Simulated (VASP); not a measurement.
# KCdCO3F: relaxation of cell and atoms with PBE

The system is KCdCO3F.

```
CELL_PARAMETERS angstrom
5.13240 0.00000 0.00000
-2.56620 4.44479 0.00000
0.00000 0.00000 4.43240
ATOMIC_POSITIONS crystal
K 0.00000 0.00000 0.00000
Cd 0.66667 0.33333 0.50000
C 0.33333 0.66667 0.50000
O 0.19250 0.38500 0.50000
O 0.19250 0.80750 0.50000
O 0.61500 0.80750 0.50000
F 0.66667 0.33333 0.00000
```

- Program: VASP 6.6.1
- Task: relaxation of cell and atoms
- Functional: PBE
- Potentials or basis: VASP PAW PBE potentials, release 64 (K_sv, Cd, C, O, F)
- Cutoff: 600 eV
- k mesh: 6 × 6 × 6
- Occupations: fermi-dirac, width 0.02 eV
- Spin: no spin polarisation
- Dipole correction: no
- Further INCAR settings: ALGO = Normal; EDIFF = 1e-06; IBRION = 2; EDIFFG = -0.005; NSW = 80; ISIF = 3

- Relaxed volume: 14.66 Å³/atom
- Relaxed cell: a = 5.132 Å, b = 5.132 Å, c = 4.501 Å, α = 90.00°, β = 90.00°, γ = 120.00°
- Space group after relaxing (to 0.1 Å): P-6m2 (No. 187)
- Energy gained by relaxing: 32.4 meV/atom
- Ionic steps: 11
- Pressure after relaxing: 0.0 GPa
- Largest force after relaxing: 0.004 eV/Å
- Band gap on the k mesh: 1.75 eV

Forces on the atoms (eV/Å):
```
K    0.000  0.000  0.000
Cd   0.000  0.000  0.000
C    0.000  0.000  0.000
O    0.000  0.004  0.000
O    0.003 -0.002  0.000
O   -0.003 -0.002  0.000
F    0.000  0.000  0.000
```

Step by step:
```
step  energy change (eV)  largest force (eV/Å)  pressure (GPa)  volume (Å³)
   1              0.0000                3.4375            6.79       101.11
   2              1.9217                6.4897          -14.15       110.29
   3             -0.2154                0.3732           -0.82       103.02
   4             -0.2193                0.0533           -0.16       102.81
   5             -0.2195                0.0410            0.04       102.75
   6             -0.2224                0.0411           -0.01       102.80
   7             -0.2264                0.0412           -0.10       102.96
   8             -0.2264                0.0411           -0.11       102.96
   9             -0.2264                0.1028           -0.25       102.76
  10             -0.2265                0.0266           -0.18       102.87
  11             -0.2267                0.0036           -0.02       102.64
```

Final structure:
```
CELL_PARAMETERS angstrom
5.13162 0.00000 0.00000
-2.56581 4.44411 0.00000
0.00000 0.00000 4.50077
ATOMIC_POSITIONS crystal
K 0.00000 0.00000 0.00000
Cd 0.66667 0.33333 0.50000
C 0.33333 0.66667 0.50000
O 0.18741 0.37481 0.50000
O 0.18741 0.81259 0.50000
O 0.62519 0.81259 0.50000
F 0.66667 0.33333 0.00000
```

Levels at points of the mesh, in eV from the valence-band top:
| k point | band 21 | band 22 | band 23 | band 24 | band 25 | band 26 | band 27 | band 28 | band 29 | band 30 |
| --- | --- | --- | --- | --- | --- | --- | --- | --- | --- | --- |
| (0.00, 0.00, 0.00) | -1.73 | -1.73 | -1.42 | -1.42 | 0.00 | 1.75 | 5.77 | 6.26 | 8.88 | 9.10 |
| (0.50, 0.00, 0.00) | -2.89 | -1.90 | -1.41 | -1.39 | -0.15 | 3.92 | 5.83 | 6.07 | 8.41 | 9.44 |
| (0.00, 0.00, 0.50) | -1.88 | -1.88 | -1.36 | -1.36 | 0.00 | 3.92 | 5.08 | 6.29 | 9.06 | 9.06 |
| (0.50, 0.00, 0.50) | -2.15 | -1.65 | -1.39 | -1.32 | -0.14 | 5.36 | 5.92 | 6.88 | 7.69 | 8.29 |

Wall time 20 min on 1 thread of Oxide Virtual Turin-like Processor, with other jobs on the host, peak memory 0.3 GiB.

A k mesh can miss the band edges. Expect the measured gap to be larger: semilocal functionals such as PBE lack the derivative discontinuity.
